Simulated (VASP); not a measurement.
# AlNi in VASP: further runs, part 2 of 2

VASP 6.6.1.

### Step 5. Single point, PBEsol, collinear spin, ferromagnetic start

Contents of INCAR:

```
SYSTEM = AlNi
  PREC = Accurate
  ENCUT = 520
  EDIFF = 1E-6
  ISMEAR = -1
  SIGMA = 0.1
  LREAL = .FALSE.
  LASPH = .TRUE.
  NELM = 150
  ALGO = Normal
  ISIF = 2
  LWAVE = .FALSE.
  LCHARG = .FALSE.
  ISPIN = 2
  MAGMOM = 0 1
  LORBIT = 11
  LMAXMIX = 4
  GGA = PS
  NBANDS = 18
```

Contents of KPOINTS:

```
Automatic mesh
0
G
  11 11 11
  0 0 0
```

Contents of POSCAR:

```
AlNi
1.0
    2.8810000000      0.0000000000      0.0000000000
    0.0000000000      2.8810000000      0.0000000000
    0.0000000000      0.0000000000      2.8810000000
Al Ni
1 1
Direct
    0.0000000000      0.0000000000      0.0086775425
    0.5000000000      0.5000000000      0.5000000000
```

Potentials or basis: VASP PAW PBE potentials, release 64 (Al, Ni).

The run is started by

```sh
$ cat potpaw_PBE.64/Al/POTCAR potpaw_PBE.64/Ni/POTCAR > POTCAR
$ mpirun -np 1 vasp_std > vasp.out
```

OUTCAR:

```text
SYSTEM = AlNi
   PREC = Accurate
   ENCUT = 520
   EDIFF = 1E-6
   ISMEAR = -1
   LREAL = .FALSE.
   LASPH = .TRUE.
   NELM = 150
   ISIF = 2
   ISPIN = 2
   LORBIT = 11
   GGA = PS

 ion  position               nearest neighbor table
   1  0.000  0.000  0.009-   2 2.48   2 2.48   2 2.48   2 2.48   2 2.51   2 2.51   2 2.51   2 2.51

   2  0.500  0.500  0.500-   1 2.48   1 2.48   1 2.48   1 2.48   1 2.51   1 2.51   1 2.51   1 2.51

  LATTYP: Found a simple cubic cell.
 ALAT       =     2.8810000000

  Lattice vectors:

 A1 = (   2.8810000000,   0.0000000000,   0.0000000000)
 A2 = (   0.0000000000,   2.8810000000,   0.0000000000)
 A3 = (   0.0000000000,   0.0000000000,   2.8810000000)

Analysis of symmetry for initial positions (statically):
=====================================================================
 Subroutine PRICEL returns:
 Original cell was already a primitive cell.

 Routine SETGRP: Setting up the symmetry group for a
 simple cubic supercell.

 Subroutine GETGRP returns: Found  8 space group operations
[... 704 lines left out ...]
      5       8.3535      1.00000
      6       8.3535      1.00000
[... 493 lines left out ...]
     17      33.7020      0.00000
     18      36.8215      0.00000

 [... further k-points ...]

------------------------ aborting loop because EDIFF is reached ----------------------------------------

  FORCE on cell =-STRESS in cart. coord.  units (eV):
  Direction    XX          YY          ZZ          XY          YZ          ZX
  --------------------------------------------------------------------------------------
  -------------------------------------------------------------------------------------
  Total       -0.4318952     -0.4318952     -0.4364595      0.0000000      0.0000000      0.0000000
  in kB      -28.9373816    -28.9373816    -29.2431922      0.0000000      0.0000000      0.0000000
  external PRESSURE =     -29.0393185 kB  Pullay stress =       0.0000000 kB

 VOLUME and BASIS-vectors are now :
 -----------------------------------------------------------------------------
  energy-cutoff  :      520.00
  volume of cell :       23.91
      direct lattice vectors                 reciprocal lattice vectors
     2.881000000  0.000000000  0.000000000     0.347101701  0.000000000  0.000000000
     0.000000000  2.881000000  0.000000000     0.000000000  0.347101701  0.000000000
     0.000000000  0.000000000  2.881000000     0.000000000  0.000000000  0.347101701

 POSITION                                       TOTAL-FORCE (eV/Angst)
 -----------------------------------------------------------------------------------
      0.00000      0.00000      0.02500         0.000000      0.000000     -0.144846
      1.44050      1.44050      1.44050        -0.000000     -0.000000      0.144846
 -----------------------------------------------------------------------------------
    total drift:                                0.000000      0.000000      0.000042

  FREE ENERGIE OF THE ION-ELECTRON SYSTEM (eV)
  ---------------------------------------------------
  free  energy   TOTEN  =       -11.5924720259 eV

  energy  without entropy=      -11.5615391032  energy(sigma->0) =      -11.57700556

 total charge

# of ion       s       p       d       tot
------------------------------------------
    1        0.383   0.413   0.000   0.796
    2        0.480   0.519   8.478   9.477
--------------------------------------------------
tot          0.863   0.932   8.478  10.274

 magnetization (x)

# of ion       s       p       d       tot
------------------------------------------
    1        0.000   0.000   0.000   0.000
    2       -0.000  -0.000   0.000   0.000
--------------------------------------------------
tot         -0.000   0.000   0.000   0.000
```

It took 31 s on 1 thread of Intel Xeon 6975P-C (Granite Rapids), shared host; peak memory 0.2 GiB.

Results:

```yaml
Free_energy: -11.5925 eV
Pressure: -2.9 GPa
Largest_force: 0.145 eV/Å
Net_moment: 0.00 μB per cell
Valence_electrons_inside_the_program's_atomic_spheres: Al 0.80; Ni 9.48
```

Forces on the atoms (eV/Å):
```
Al   0.000  0.000 -0.145
Ni   0.000  0.000  0.145
```

Caveat: the PAW data sets were made with another functional, which shifts forces and pressure a little.

### Step 6. Single point, PBEsol, collinear spin, ferromagnetic start

Contents of INCAR:

```
SYSTEM = AlNi
PREC = Accurate ; ENCUT = 520
EDIFF = 1E-6 ; ISMEAR = -1
SIGMA = 0.1 ; LREAL = .FALSE.
LASPH = .TRUE. ; NELM = 150
ALGO = Normal ; ISIF = 2
LWAVE = .FALSE. ; LCHARG = .FALSE.
ISPIN = 2 ; MAGMOM = 0 1
LORBIT = 11 ; LMAXMIX = 4
GGA = PS ; NBANDS = 18
```

KPOINTS is that of step 5.

POSCAR, as its differences from that of step 5:

```diff
@@ -8,3 +8,3 @@
 Direct
-    0.0000000000      0.0000000000      0.0086775425
+    0.0000000000      0.0000000000      0.0173550850
     0.5000000000      0.5000000000      0.5000000000
```

Potentials or basis: VASP PAW PBE potentials, release 64 (Al, Ni).

The run is started by

```sh
$ cat potpaw_PBE.64/Al/POTCAR potpaw_PBE.64/Ni/POTCAR > POTCAR
$ mpirun -np 1 vasp_std > vasp.out
```

Run time: 30 s. Hardware: 1 thread of Intel Xeon 6975P-C (Granite Rapids), shared host; peak memory 0.21 GiB.

Results (log left out):

```yaml
Free_energy: -11.5870 eV
Pressure: -2.8 GPa
Largest_force: 0.290 eV/Å
Net_moment: 0.00 μB per cell
Valence_electrons_inside_the_program's_atomic_spheres: Al 0.80; Ni 9.48
```

Forces in eV/Å, atoms in the order of the input:
```
Al   0.000  0.000 -0.290
Ni   0.000  0.000  0.290
```

Stress tensor (GPa, compression positive):
```
-2.73  0.00  0.00
 0.00 -2.73  0.00
 0.00  0.00 -2.85
```

Levels at points of the mesh, in eV from the Fermi level:
Spin up:
| k point | band 4 | band 5 | band 6 | band 7 | band 8 | band 9 |
| --- | --- | --- | --- | --- | --- | --- |
| (0.00, 0.00, 0.00) | -1.55 | -1.55 | -1.55 | 5.50 | 5.50 | 5.50 |
Spin down:
```csv
k point,band 3,band 4,band 5,band 6,band 7,band 8,band 9,band 10
"(0.00, 0.00, 0.00)",-3.24,-1.55,-1.55,-1.55,5.50,5.50,5.50,8.15
```

Caveat: the PAW data sets were made with another functional, which shifts forces and pressure a little.
